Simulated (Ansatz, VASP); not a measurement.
One calculation of Rh, two programs

File INCAR:

```
SYSTEM = Rh
ALGO = Normal
EDIFF = 1E-6
EDIFFG = -0.04
ENCUT = 600
GGA = PE
IBRION = 2
ISIF = 3
ISMEAR = 0
LASPH = .True.
LCHARG = .False.
LREAL = .False.
LWAVE = .False.
NELM = 100
NSW = 90
PREC = Accurate
SIGMA = 0.1
```

File KPOINTS:

```
k-points
0
Gamma
  10 10 10
  0 0 0
```

File POSCAR:

```
Rh
1.0
    0.0000000000      1.4077056800      2.4655695200
    1.3582624900      0.0000000000      2.4655695200
    1.3582624900      1.4077056800      0.0000000000
Rh
1
Direct
    0.0000000000      0.0000000000      0.0000000000
```

Input for Ansatz:

```yaml
crystal:
  lattice:
    - [0.0, 1.40770568, 2.46556952]
    - [1.35826249, 0.0, 2.46556952]
    - [1.35826249, 1.40770568, 0.0]
  atoms:
    - { symbol: Rh, position: [0.0, 0.0, 0.0] }
basis:
  ecutwfc: 420
kpoints:
  mp_grid: { grid: [10, 10, 10] }
hamiltonian:
  xc: pbe
scf:
  occupations: { method: gaussian, width: 0.1 }
  lower_state_search: "off"
output:
  forces: true
  stress: true
  eigenvalues: true
relax:
  adjacent_minimum: "off"
  f_tol: 0.04
  max_steps: 70
  cell: { stress_tol: 0.4 }
```

Alike in both runs: task relaxation of cell and atoms; functional PBE; k mesh 10 × 10 × 10; occupations gaussian, width 0.1 eV; no spin polarisation.

|  | VASP | Ansatz |
| --- | --- | --- |
| version | VASP 6.6.1 | Ansatz 0.2.0 |
| potentials or method | VASP PAW PBE potentials, release 64 (Rh_pv), cutoff 600 eV | scalar-relativistic, plane waves, PAW |
| valence electrons in the cell | 15 | 17 |

|  | VASP | Ansatz | Ansatz less VASP |
| --- | --- | --- | --- |
| gap on the k mesh at the Fermi level, each at its own relaxed structure (eV) | none | none | - |
| relaxed volume (Å³/atom) | 14.00 | 14.04 | +0.041 |
| relaxed length of the cell vector where the two differ most in proportion (Å) | 2.698 | 2.708 | +0.0098 |

A gap of «none» marks a metal or a gap that the smearing closes. VASP's potentials hold 15 valence electrons a cell and Ansatz's 17, so a difference there can come from the potentials and not from the codes.

Noted on VASP's run: the volume moved by over 15 % at a fixed basis, so the end points are rough.
